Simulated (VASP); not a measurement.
# TiSi2 (Cmcm) in VASP: further runs

The runs below take TiSi2 through single point, with PBE.

Program: VASP 6.6.1. These are calculated values, not measurements. Logs are shortened: lines on timing, memory, paths and dates and some standing lists are left out, and cuts for length are marked.

**1. The cell of the first run**

The structure is orthorhombic, space group Cmcm (No. 63). The conventional cell has a = 3.530 Å, b = 13.519 Å, c = 3.565 Å, α = 90.00°, β = 90.00°, γ = 90.00°. Within 3.4 Å of Ti (site symmetry m2m) lie 10 Si at 2.58 to 2.81 Å and 2 Ti at 3.31 Å. Within 3.1 Å of Si (site symmetry m2m) lie 2 Si at 2.38 Å and 6 Ti at 2.58 to 2.81 Å. Si (site symmetry m2m) has 8 Si at 2.51 to 3.15 Å and 4 Ti at 2.66 to 2.67 Å within 3.3 Å.

**2. Single point, PBE**

Contents of INCAR:

```
PREC     = Accurate       # precision mode
ENCUT    = 520            # plane-wave cutoff, eV
EDIFF    = 1E-6           # SCF threshold, eV
ISMEAR   = 0              # smearing method
SIGMA    = 0.1            # smearing width, eV
LREAL    = False          # projectors in reciprocal space
LASPH    = True           # aspherical terms in the spheres
NELM     = 100            # most SCF steps
ALGO     = Normal         # electronic algorithm
ISIF     = 2              # what is computed and relaxed
LWAVE    = False          # write WAVECAR
LCHARG   = False          # write CHGCAR
GGA      = PE             # functional
NBANDS   = 29             # bands
```

Contents of KPOINTS:

```
regular mesh
0
Gamma
  6 6 6
```

Contents of POSCAR:

```
TiSi2
1.0
    1.7651050100     -6.7592816400      0.0000000000
    1.7651050100      6.7592816400      0.0000000000
    0.0000000000      0.0000000000      3.5651738600
Ti Si
2 4
Direct
    0.8968819300      0.1031180700      0.7500000000
    0.1031180700      0.8968819300      0.2500000000
    0.5582514400      0.4417485600      0.7500000000
    0.4417485600      0.5582514400      0.2500000000
    0.2496851800      0.7503148200      0.7500000000
    0.7503148200      0.2496851800      0.2500000000
```

Potentials or basis: VASP PAW PBE potentials, release 64 (Ti_sv, Si).

Run with:

```
cat potpaw_PBE.64/Ti_sv/POTCAR potpaw_PBE.64/Si/POTCAR > POTCAR
mpirun -np 1 vasp_std > vasp.out
```

OUTCAR:

```text
PREC = Accurate
   ENCUT = 520
   EDIFF = 1E-6
   ISMEAR = 0
   LREAL = False
   LASPH = True
   NELM = 100
   ISIF = 2
   GGA = PE

 ion  position               nearest neighbor table
   1  0.897  0.103  0.750-   4 2.58   4 2.58   4 2.58   4 2.58   5 2.66   5 2.66   6 2.67   6 2.67
                             3 2.81   3 2.81
   2  0.103  0.897  0.250-   3 2.58   3 2.58   3 2.58   3 2.58   6 2.66   6 2.66   5 2.67   5 2.67
                             4 2.81   4 2.81
   3  0.558  0.442  0.750-   4 2.38   4 2.38   2 2.58   2 2.58   2 2.58   2 2.58   1 2.81   1 2.81
                             5 3.13   5 3.13
   4  0.442  0.558  0.250-   3 2.38   3 2.38   1 2.58   1 2.58   1 2.58   1 2.58   2 2.81   2 2.81
                             6 3.13   6 3.13
   5  0.250  0.750  0.750-   6 2.51   6 2.51   6 2.51   6 2.51   1 2.66   1 2.66   2 2.67   2 2.67
                             3 3.13   3 3.13
   6  0.750  0.250  0.250-   5 2.51   5 2.51   5 2.51   5 2.51   2 2.66   2 2.66   1 2.67   1 2.67
                             4 3.13   4 3.13

  LATTYP: Found a base centered orthorhombic cell.
 ALAT       =     3.5302100200
 B/A-ratio  =     3.8293934931
 C/A-ratio  =     1.0099041813

  Lattice vectors:

 A1 = (   1.7651050100,  -6.7592816400,   0.0000000000)
 A2 = (   1.7651050100,   6.7592816400,   0.0000000000)
 A3 = (   0.0000000000,   0.0000000000,   3.5651738600)

Analysis of symmetry for initial positions (statically):
=====================================================================
 Subroutine PRICEL returns:
 Original cell was already a primitive cell.

 Routine SETGRP: Setting up the symmetry group for a
 base centered orthorhombic supercell.

 Subroutine GETGRP returns: Found  8 space group operations
 (whereof  4 operations were pure point group operations)
 out of a pool of  8 trial point group operations.

The static configuration has the point symmetry C_2h.
 The point group associated with its full space group is D_2h.

Analysis of symmetry for dynamics (positions and initial velocities):
=====================================================================
 Subroutine PRICEL returns:
 Original cell was already a primitive cell.

 Routine SETGRP: Setting up the symmetry group for a
 base centered orthorhombic supercell.

 Subroutine GETGRP returns: Found  8 space group operations
 (whereof  4 operations were pure point group operations)
 out of a pool of  8 trial point group operations.

The dynamic configuration has the point symmetry C_2h.
 The point group associated with its full space group is D_2h.

 Subroutine INISYM returns: Found  8 space group operations
 (whereof  4 operations are pure point group operations),
 and found     1 'primitive' translations
[... 104 lines left out ...]
   LREAL  =      F    real-space projection
   EDIFFG = 0.1E-04   stopping-criterion for IOM
   NSW    =      0    number of steps for IOM
   IBRION =     -1    ionic relax: 0-MD 1-quasi-New 2-CG
   NFREE  =      0    steps in history (QN), initial steepest desc. (CG)
   ISIF   =      2    stress and relaxation
   ISYM   =      2    0-nonsym 1-usesym 2-fastsym
   POTIM  = 0.5000    time-step for ionic-motion
   TEBEG  =    0.0;   TEEND  =   0.0 temperature during run
   PSTRESS=    0.0 pullay stress
   NELECT =      40.0000    total number of electrons
   NUPDOWN=      -1.0000    fix difference up-down
   EMIN   =  10.00;   EMAX   =-10.00  energy-range for DOS
   EFERMI =   0.00;   METHOD = LEGACY
   ISMEAR =     0;   SIGMA  =   0.10  broadening in eV -4-tet -1-fermi 0-gaus
   EFERMI_NEDOS =   21; number of points for ismear=-14 and -15
   IALGO  =     38    algorithm
   IMIX   =      4    mixing-type and parameters
     AMIX     =   0.40;   BMIX     =  1.00
     AMIX_MAG =   1.60;   BMIX_MAG =  1.00
  volume/ion in A,a.u.               =      14.18        95.68
  Fermi-wavevector in a.u.,A,eV,Ry     =   1.273017  2.405653 22.049227  1.620572
  Thomas-Fermi vector in A             =   2.405864
   LORBIT       =      0    0 simple, 1 ext, 2 COOP (PROOUT), +10 PAW based schemes
   GGA     = PE    functional components
   LHFCALC =     F    Hartree Fock is set to
   AEXX    =    0.0000 exact exchange contribution
   IVDW    =     0    specifies the selected vdW correction
   LEPSILON=     F    determine dielectric tensor
   LRPA    =     F    only Hartree local field effects (RPA)
 non-spin polarized calculation
 Gauss-broadening in eV      SIGMA  =   0.10
  energy-cutoff  :      520.00
  volume of cell :       85.07
 maximum number of plane-waves:      2318
 NGX is ok and might be reduce to    54
   NGX = 25   NGY = 25   NGZ = 13

 number of electron      40.0000005 magnetization

 Free energy of the ion-electron system (eV)
  ---------------------------------------------------
  ext. energy  EPLUGINS =         0.00000000
  ---------------------------------------------------
  free energy    TOTEN  =       -40.73925061 eV

  energy without entropy =      -40.72954431  energy(sigma->0) =      -40.73439746

 E-fermi :  10.5487     XC(G=0): -11.6407

 val. band max:       10.5295222346   @ k =  -0.3333   0.1667   0.0000
 cond. band min:      10.5745366164   @ k =  -0.3333   0.1667   0.1667
 fundamental gap:      0.0450143818
 Fermi energy:        10.5487277231

 k-point     1 :       0.0000    0.0000    0.0000
  band No.  band energies     occupation
      1     -46.2689      2.00000
      2     -46.2595      2.00000
      3     -22.6240      2.00000
      4     -22.5828      2.00000
      5     -22.5700      2.00000
      6     -22.5699      2.00000
[... 757 lines left out ...]
     28      13.9278      0.00000
     29      14.2476      0.00000

 [... further k-points ...]
[... 5 lines left out ...]
  --------------------------------------------------------------------------------------
  -------------------------------------------------------------------------------------
  Total        1.0408900      0.8573110      0.9814916      0.0000000      0.0000000      0.0000000
  in kB       19.6035008     16.1460836     18.4848256      0.0000000      0.0000000      0.0000000
  external PRESSURE =      18.0781367 kB  Pullay stress =       0.0000000 kB

 VOLUME and BASIS-vectors are now :
 -----------------------------------------------------------------------------
  energy-cutoff  :      520.00
  volume of cell :       85.07
      direct lattice vectors                 reciprocal lattice vectors
     1.765105010 -6.759281640  0.000000000     0.283269266 -0.073972358  0.000000000
     1.765105010  6.759281640  0.000000000     0.283269266  0.073972358  0.000000000
     0.000000000  0.000000000  3.565173860     0.000000000  0.000000000  0.280491230

 POSITION                                       TOTAL-FORCE (eV/Angst)
 -----------------------------------------------------------------------------------
      1.76511     -5.36527      2.67388         0.000000     -0.034229      0.000000
      1.76511      5.36527      0.89129         0.000000      0.034229      0.000000
      1.76511     -0.78748      2.67388         0.000000     -0.207524     -0.000000
      1.76511      0.78748      0.89129         0.000000      0.207524     -0.000000
      1.76511      3.38390      2.67388         0.000000      0.040266     -0.000000
      1.76511     -3.38390      0.89129         0.000000     -0.040266     -0.000000
 -----------------------------------------------------------------------------------
    total drift:                               -0.000000      0.000000     -0.000000

  FREE ENERGIE OF THE ION-ELECTRON SYSTEM (eV)
  ---------------------------------------------------
  free  energy   TOTEN  =       -40.7392506113 eV

  energy  without entropy=      -40.7295443074  energy(sigma->0) =      -40.73439746
```

Wall time 3.3 min (1 thread of Intel Xeon Platinum 8259CL at 2.50GHz (Skylake/Cascade Lake), shared host); peak memory 0.32 GiB.

Results:

* Free energy: -40.7393 eV
* Pressure: 1.8 GPa
* Largest force: 0.208 eV/Å
* Band gap on the k mesh: zero (band 20 reaches 11.02 eV, above the bottom of band 21 at 10.01 eV)

Forces in eV/Å, atoms in the order of the input:
```
Ti   0.000 -0.034  0.000
Ti   0.000  0.034  0.000
Si   0.000 -0.208  0.000
Si   0.000  0.208  0.000
Si   0.000  0.040  0.000
Si   0.000 -0.040  0.000
```

Stress tensor (GPa, compression positive):
```
1.96 0.00 0.00
0.00 1.61 0.00
0.00 0.00 1.85
```

**3. Single point, PBE, collinear spin, ferromagnetic start**

Contents of INCAR:

```
SYSTEM = TiSi2
ALGO = Normal ; EDIFF = 1E-7
ENCUT = 520 ; GGA = PE
ISIF = 2 ; ISMEAR = 0
ISPIN = 2 ; LASPH = .True.
LCHARG = .True. ; LELF = .True.
LMAXMIX = 4 ; LORBIT = 11
LREAL = .False. ; LVHAR = .True.
LWAVE = .False. ; MAGMOM = 1 1 0 0 0 0
NBANDS = 33 ; NELM = 150
PREC = Accurate ; SIGMA = 0.1
```

Contents of KPOINTS:

```
k-points
0
Gamma
  6 6 6
  0 0 0
```

POSCAR is that of step 2.

Potentials or basis: VASP PAW PBE potentials, release 64 (Ti_sv, Si).

Run with:

```
cat potpaw_PBE.64/Ti_sv/POTCAR potpaw_PBE.64/Si/POTCAR > POTCAR
mpirun -np 1 vasp_std > vasp.out
```

It took 9.3 min on 1 thread of Intel Xeon Platinum 8259CL at 2.50GHz (Skylake/Cascade Lake), shared host; peak memory 0.45 GiB.

It converged, with:

```
Free energy                                           : -40.7393 eV
Pressure                                              : 1.8 GPa
Largest force                                         : 0.207 eV/Å
Band gap on the k mesh                                : zero (filled and empty bands overlap)
Net moment                                            : 0.00 μB per cell
Valence electrons inside the program's atomic spheres : Ti 10.40; Si 1.69, 1.64
```

Forces on the atoms (eV/Å):
```
Ti   0.000 -0.034  0.000
Ti   0.000  0.034  0.000
Si   0.000 -0.207  0.000
Si   0.000  0.207  0.000
Si   0.000  0.040  0.000
Si   0.000 -0.040  0.000
```

Stress tensor (GPa, compression positive):
```
2.00 0.00 0.00
0.00 1.65 0.00
0.00 0.00 1.89
```

Levels at points of the mesh, in eV from the Fermi level:
Spin up:
```csv
k point,band 18,band 19,band 20,band 21,band 22,band 23
"(0.00, 0.00, 0.00)",-2.09,-2.07,0.47,0.72,0.82,0.89
"(0.50, 0.00, 0.00)",-1.47,-0.66,-0.57,-0.54,1.17,1.48
"(0.50, 0.50, 0.00)",-1.95,-1.18,0.39,0.65,0.75,0.92
"(0.00, 0.00, 0.50)",-1.63,-0.04,-0.04,0.84,0.84,1.48
"(0.50, 0.00, 0.50)",-3.22,-2.44,-2.44,1.76,1.76,1.89
"(0.50, 0.50, 0.50)",-2.03,-0.87,-0.87,0.48,0.48,1.68
```
Spin down:
| k point | band 17 | band 18 | band 19 | band 20 | band 21 | band 22 | band 23 | band 24 |
| --- | --- | --- | --- | --- | --- | --- | --- | --- |
| (0.00, 0.00, 0.00) | -2.15 | -2.09 | -2.07 | 0.47 | 0.72 | 0.82 | 0.89 | 1.36 |
| (0.50, 0.00, 0.00) | -1.66 | -1.47 | -0.66 | -0.57 | -0.54 | 1.17 | 1.48 | 1.66 |
| (0.50, 0.50, 0.00) | -2.52 | -1.95 | -1.18 | 0.39 | 0.65 | 0.75 | 0.92 | 1.14 |
| (0.00, 0.00, 0.50) | -1.63 | -1.63 | -0.04 | -0.04 | 0.84 | 0.84 | 1.48 | 1.48 |
| (0.50, 0.00, 0.50) | -3.22 | -3.22 | -2.44 | -2.44 | 1.76 | 1.76 | 1.89 | 1.89 |
| (0.50, 0.50, 0.50) | -2.03 | -2.03 | -0.87 | -0.87 | 0.48 | 0.48 | 1.68 | 1.68 |
